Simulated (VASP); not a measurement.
# ZnCu (Pm-3m) in VASP: notebook, part 3 of 3

VASP 6.6.1. The steps go on from the part before.

### Step 5. Single point, PBE (volume scaled by 0.96)

The input, INCAR:

```
SYSTEM = ZnCu
PREC = Accurate ; ENCUT = 520
EDIFF = 1E-6 ; ISMEAR = -1
SIGMA = 0.05 ; LREAL = .False.
LASPH = .True. ; NELM = 60
ALGO = Normal ; ISIF = 2
LWAVE = .False. ; LCHARG = .True.
GGA = PE ; LELF = .True.
LVHAR = .True. ; NBANDS = 18
```

The input, KPOINTS:

```
regular mesh
0
Gamma
  9 9 9
  0 0 0
```

The input, POSCAR:

```
ZnCu
1.0
    2.9051978236      0.0000000000      0.0000000000
    0.0000000000      2.9051978236      0.0000000000
    0.0000000000      0.0000000000      2.9051978236
Zn Cu
1 1
Direct
    0.5000000000      0.5000000000      0.5000000000
    0.0000000000      0.0000000000      0.0000000000
```

Potentials or basis: VASP PAW PBE potentials, release 64 (Zn, Cu).

Run with:

```
$ cat potpaw_PBE.64/Zn/POTCAR potpaw_PBE.64/Cu/POTCAR > POTCAR
$ mpirun -np 1 vasp_std > vasp.out
```

OUTCAR:

```text
SYSTEM = ZnCu
   PREC = Accurate
   ENCUT = 520
   EDIFF = 1E-6
   ISMEAR = -1
   LREAL = .False.
   LASPH = .True.
   NELM = 60
   ISIF = 2
   GGA = PE

 ion  position               nearest neighbor table
   1  0.500  0.500  0.500-   2 2.52   2 2.52   2 2.52   2 2.52   2 2.52   2 2.52   2 2.52   2 2.52

   2  0.000  0.000  0.000-   1 2.52   1 2.52   1 2.52   1 2.52   1 2.52   1 2.52   1 2.52   1 2.52

  LATTYP: Found a simple cubic cell.
 ALAT       =     2.9051978236

  Lattice vectors:

 A1 = (   2.9051978236,   0.0000000000,   0.0000000000)
 A2 = (   0.0000000000,   2.9051978236,   0.0000000000)
 A3 = (   0.0000000000,   0.0000000000,   2.9051978236)

Analysis of symmetry for initial positions (statically):
=====================================================================
 Subroutine PRICEL returns:
 Original cell was already a primitive cell.

 Routine SETGRP: Setting up the symmetry group for a
 simple cubic supercell.

 Subroutine GETGRP returns: Found 48 space group operations
 (whereof 48 operations were pure point group operations)
 out of a pool of 48 trial point group operations.

The static configuration has the point symmetry O_h .

Analysis of symmetry for dynamics (positions and initial velocities):
=====================================================================
 Subroutine PRICEL returns:
 Original cell was already a primitive cell.

 Routine SETGRP: Setting up the symmetry group for a
 simple cubic supercell.

 Subroutine GETGRP returns: Found 48 space group operations
 (whereof 48 operations were pure point group operations)
 out of a pool of 48 trial point group operations.

The dynamic configuration has the point symmetry O_h .

 Subroutine INISYM returns: Found 48 space group operations
 (whereof 48 operations are pure point group operations),
 and found     1 'primitive' translations

----------------------------------------------------------------------------------------

                                     Primitive cell

  volume of cell :      24.5204

  direct lattice vectors                    reciprocal lattice vectors
     2.905197824  0.000000000  0.000000000     0.344210639  0.000000000  0.000000000
     0.000000000  2.905197824  0.000000000     0.000000000  0.344210639  0.000000000
     0.000000000  0.000000000  2.905197824     0.000000000  0.000000000  0.344210639

  length of vectors
     2.905197824  2.905197824  2.905197824     0.344210639  0.344210639  0.344210639

  position of ions in fractional coordinates (direct lattice)
     0.500000000  0.500000000  0.500000000
     0.000000000  0.000000000  0.000000000

  ion indices of the primitive-cell ions
   primitive index   ion index
                 1           1
                 2           2

----------------------------------------------------------------------------------------

 KPOINTS: regular mesh

Automatic generation of k-mesh.
 Grid dimensions read from file:
 generate k-points for:    9    9    9

 Generating k-lattice:

  Cartesian coordinates                     Fractional coordinates (reciprocal lattice)
     0.038245627  0.000000000  0.000000000     0.111111111  0.000000000  0.000000000
     0.000000000  0.038245627  0.000000000     0.000000000  0.111111111  0.000000000
     0.000000000  0.000000000  0.038245627     0.000000000  0.000000000  0.111111111

  Length of vectors
     0.038245627  0.038245627  0.038245627

  Shift w.r.t. Gamma in fractional coordinates (k-lattice)
     0.000000000  0.000000000  0.000000000

 Subroutine IBZKPT returns following result:
 ===========================================

 Found     35 irreducible k-points:

 Following reciprocal coordinates:
            Coordinates               Weight
  0.000000  0.000000  0.000000      1.000000
  0.111111  0.000000  0.000000      6.000000
  0.222222  0.000000  0.000000      6.000000
  0.333333  0.000000  0.000000      6.000000
  0.444444  0.000000  0.000000      6.000000
  0.111111  0.111111  0.000000     12.000000
[... 16 lines left out ...]
  0.333333  0.333333  0.111111     24.000000
  0.444444  0.333333  0.111111     48.000000
 [... further k-points ...]
   k-points           NKPTS =     35   k-points in BZ     NKDIM =     35   number of bands    NBANDS=     18
   number of dos      NEDOS =    301   number of ions     NIONS =      2
   total plane-waves  NPLWV =  13824
   dimension x,y,z NGX =    24 NGY =   24 NGZ =   24
   dimension x,y,z NGXF=    48 NGYF=   48 NGZF=   48
   ions per type =               1   1
   NGX,Y,Z   is equivalent  to a cutoff of  13.73, 13.73, 13.73 a.u.
   NGXF,Y,Z  is equivalent  to a cutoff of  27.47, 27.47, 27.47 a.u.
 SYSTEM =  ZnCu
   PREC   = accura    normal or accurate (medium, high low for compatibility)
   ISTART =      0    job   : 0-new  1-cont  2-samecut
   ICHARG =      2    charge: 1-file 2-atom 10-const
   ISPIN  =      1    spin polarized calculation?
   LNONCOLLINEAR =      F non collinear calculations
   LSORBIT =      F    spin-orbit coupling
   LASPH  =      T    aspherical Exc in radial PAW
   ENCUT  =  520.0 eV  38.22 Ry    6.18 a.u.   5.40  5.40  5.40*2*pi/ulx,y,z
   NELM   =     60;   NELMIN=  2; NELMDL= -5     # of ELM steps
   EDIFF  = 0.1E-05   stopping-criterion for ELM
   LREAL  =      F    real-space projection
   EDIFFG = 0.1E-04   stopping-criterion for IOM
   NSW    =      0    number of steps for IOM
   IBRION =     -1    ionic relax: 0-MD 1-quasi-New 2-CG
   NFREE  =      0    steps in history (QN), initial steepest desc. (CG)
   ISIF   =      2    stress and relaxation
   ISYM   =      2    0-nonsym 1-usesym 2-fastsym
   POTIM  = 0.5000    time-step for ionic-motion
   TEBEG  =    0.0;   TEEND  =   0.0 temperature during run
   PSTRESS=    0.0 pullay stress
   NELECT =      23.0000    total number of electrons
   NUPDOWN=      -1.0000    fix difference up-down
   EMIN   =  10.00;   EMAX   =-10.00  energy-range for DOS
   EFERMI =   0.00;   METHOD = LEGACY
   ISMEAR =    -1;   SIGMA  =   0.05  broadening in eV -4-tet -1-fermi 0-gaus
   EFERMI_NEDOS =   21; number of points for ismear=-14 and -15
   IALGO  =     38    algorithm
   IMIX   =      4    mixing-type and parameters
     AMIX     =   0.40;   BMIX     =  1.00
     AMIX_MAG =   1.60;   BMIX_MAG =  1.00
  volume/ion in A,a.u.               =      12.26        82.74
  Fermi-wavevector in a.u.,A,eV,Ry     =   1.602538  3.028358 34.941513  2.568129
  Thomas-Fermi vector in A             =   2.699343
   LORBIT       =      0    0 simple, 1 ext, 2 COOP (PROOUT), +10 PAW based schemes
   GGA     = PE    functional components
   LHFCALC =     F    Hartree Fock is set to
   AEXX    =    0.0000 exact exchange contribution
   IVDW    =     0    specifies the selected vdW correction
   LEPSILON=     F    determine dielectric tensor
   LRPA    =     F    only Hartree local field effects (RPA)
 non-spin polarized calculation
  energy-cutoff  :      520.00
  volume of cell :       24.52
 maximum number of plane-waves:       691
 NGX is ok and might be reduce to    24
   NGX = 11   NGY = 11   NGZ = 11

 number of electron      22.9999983 magnetization

 Free energy of the ion-electron system (eV)
  ---------------------------------------------------
  ext. energy  EPLUGINS =         0.00000000
  ---------------------------------------------------
  free energy    TOTEN  =        -4.95845291 eV

  energy without entropy =       -4.95444699  energy(sigma->0) =       -4.95644995

 E-fermi :   6.0085     XC(G=0): -12.6315

 val. band max:        5.9115871998   @ k =   0.3333   0.3333   0.0000
 cond. band min:       6.1128027948   @ k =   0.4444   0.4444   0.2222
 fundamental gap:      0.2012155950
 Fermi energy:         6.0085430514

 k-point     1 :       0.0000    0.0000    0.0000
  band No.  band energies     occupation
      1      -4.7193      2.00000
      2      -2.0514      2.00000
      3      -2.0514      2.00000
      4      -1.2858      2.00000
      5      -1.2858      2.00000
      6      -1.2858      2.00000
[... 10 lines left out ...]
     17      18.8909      0.00000
     18      29.7869      0.00000

 k-point     2 :       0.1111    0.0000    0.0000
  band No.  band energies     occupation
      1      -4.4898      2.00000
      2      -2.0225      2.00000
      3      -2.0000      2.00000
      4      -1.3063      2.00000
      5      -1.3063      2.00000
      6      -1.2749      2.00000
[... 10 lines left out ...]
     17      20.4329      0.00000
     18      27.7640      0.00000
[... 442 lines left out ...]
 k-point    24 :       0.4444    0.3333    0.1111
  band No.  band energies     occupation
      1      -2.1073      2.00000
      2      -1.8182      2.00000
      3      -1.5903      2.00000
      4      -1.5281      2.00000
      5      -1.1979      2.00000
      6       0.7258      2.00000
[... 10 lines left out ...]
     17      21.6482      0.00000
     18      22.8026      0.00000

 [... further k-points ...]
[... 5 lines left out ...]
  --------------------------------------------------------------------------------------
  -------------------------------------------------------------------------------------
  Total        1.3478523      1.3478523      1.3478523     -0.0000000     -0.0000000      0.0000000
  in kB       88.0695487     88.0695487     88.0695487     -0.0000000     -0.0000000      0.0000000
  external PRESSURE =      88.0695487 kB  Pullay stress =       0.0000000 kB

 VOLUME and BASIS-vectors are now :
 -----------------------------------------------------------------------------
  energy-cutoff  :      520.00
  volume of cell :       24.52
      direct lattice vectors                 reciprocal lattice vectors
     2.905197824  0.000000000  0.000000000     0.344210639  0.000000000  0.000000000
     0.000000000  2.905197824  0.000000000     0.000000000  0.344210639  0.000000000
     0.000000000  0.000000000  2.905197824     0.000000000  0.000000000  0.344210639

 POSITION                                       TOTAL-FORCE (eV/Angst)
 -----------------------------------------------------------------------------------
      1.45260      1.45260      1.45260         0.000000      0.000000      0.000000
      0.00000      0.00000      0.00000         0.000000      0.000000      0.000000
 -----------------------------------------------------------------------------------
    total drift:                                0.000000      0.000000     -0.000000

  FREE ENERGIE OF THE ION-ELECTRON SYSTEM (eV)
  ---------------------------------------------------
  free  energy   TOTEN  =        -4.9584529091 eV

  energy  without entropy=       -4.9544469907  energy(sigma->0) =       -4.95644995
```

OSZICAR:

```text
N       E                     dE             d eps       ncg     rms          rms(c)
DAV:   1     0.116030106110E+03    0.11603E+03   -0.11242E+04  1340   0.214E+03
DAV:   2    -0.146598125776E+01   -0.11750E+03   -0.11273E+03  1264   0.303E+02
DAV:   3    -0.604434206341E+01   -0.45784E+01   -0.45505E+01  1410   0.745E+01
DAV:   4    -0.608013802768E+01   -0.35796E-01   -0.35784E-01  1428   0.602E+00
DAV:   5    -0.608060958582E+01   -0.47156E-03   -0.47155E-03  1438   0.719E-01    0.988E+00
DAV:   6    -0.587272342825E+01    0.20789E+00   -0.14323E+01  1350   0.926E+01    0.593E+00
DAV:   7    -0.497082841731E+01    0.90190E+00   -0.31558E+00  1354   0.898E+01    0.243E+00
DAV:   8    -0.496744634159E+01    0.33821E-02   -0.12351E-01  1614   0.441E+00    0.129E+00
DAV:   9    -0.495850482280E+01    0.89415E-02   -0.10108E-02  1484   0.226E+00    0.790E-02
DAV:  10    -0.495846809121E+01    0.36732E-04   -0.91292E-04  1894   0.700E-01    0.513E-02
DAV:  11    -0.495845423241E+01    0.13859E-04   -0.11164E-04  1544   0.307E-01    0.870E-03
DAV:  12    -0.495845316579E+01    0.10666E-05   -0.61602E-06  1402   0.420E-02    0.780E-04
DAV:  13    -0.495845290913E+01    0.25666E-06   -0.22518E-07   680   0.703E-03
   1 F= -.49584529E+01 E0= -.49564499E+01  d E =-.400592E-02
```

Wall time 23 s (1 thread of AMD EPYC 7R43 (Zen 3), shared host); peak memory 0.11 GiB.

Results:

```
Free energy : -4.9585 eV
Pressure    : 8.8 GPa
```

Levels at points of the mesh, in eV from the Fermi level:
```csv
k point,band 9,band 10,band 11,band 12,band 13,band 14
"(0.00, 0.00, 0.00)",-2.87,-2.87,-2.87,6.31,6.31,6.31
```

### Step 6. Single point, PBE

The input, INCAR:

```
SYSTEM = ZnCu
  ALGO = Normal
  EDIFF = 1E-7
  ENCUT = 520
  GGA = PE
  ISIF = 2
  ISMEAR = -1
  LASPH = .TRUE.
  LCHARG = .FALSE.
  LREAL = .FALSE.
  LWAVE = .FALSE.
  NBANDS = 18
  NELM = 100
  PREC = Accurate
  SIGMA = 0.05
```

The input, KPOINTS:

```
k-points
0
G
  9 9 9
  0 0 0
```

The input, POSCAR:

```
ZnCu
1.0
    2.9450000000      0.0000000000      0.0000000000
    0.0000000000      2.9450000000      0.0000000000
    0.0000000000      0.0000000000      2.9450000000
Zn Cu
1 1
Direct
    0.5000000000      0.5000000000      0.5000000000
    0.0000000000      0.0000000000      0.0000000000
```

Potentials or basis: VASP PAW PBE potentials, release 64 (Zn, Cu).

Run with:

```
$ cat potpaw_PBE.64/Zn/POTCAR potpaw_PBE.64/Cu/POTCAR > POTCAR
$ mpirun -np 1 vasp_std > vasp.out
```

It took 30 s on 1 thread of AMD EPYC 7R43 (Zen 3), shared host; peak memory 0.11 GiB.

Results (log left out):

```
Free energy : -4.9962 eV
Pressure    : 3.1 GPa
```

Levels at points of the mesh, in eV from the Fermi level:
```tsv
k point	band 7	band 8	band 9	band 10	band 11	band 12	band 13	band 14	band 15	band 16
(0.00, 0.00, 0.00)	-3.65	-3.65	-2.80	-2.80	-2.80	6.16	6.16	6.16	11.19	11.19
```

### Step 7. Summary

| level | cell | k mesh | gap on the mesh (eV) | pressure (GPa) |
| --- | --- | --- | --- | --- |
| BLYP | a = 2.945 Å, 2 atoms | 5 × 5 × 5 | none | 10.9 |
| r2SCAN | a = 2.945 Å, 2 atoms | 5 × 5 × 5 | none | -2.0 |
| PBE | a = 2.885 Å, 2 atoms | 9 × 9 × 9 | none | 12.3 |
| PBE | a = 2.905 Å, 2 atoms | 9 × 9 × 9 | none | 8.8 |
| PBE | a = 2.945 Å, 2 atoms | 9 × 9 × 9 | none | 3.1 |

Alike in all rows: task single point; potentials or basis VASP PAW PBE potentials, release 64 (Zn, Cu); no spin polarisation; cutoff (eV) 520; smearing fermi-dirac 0.05 eV.

Caveats: some runs use coarse meshes; the PAW data sets were made with another functional, which shifts forces and pressure a little (some runs).

Absolute energies hang on the potentials; compare differences alone.
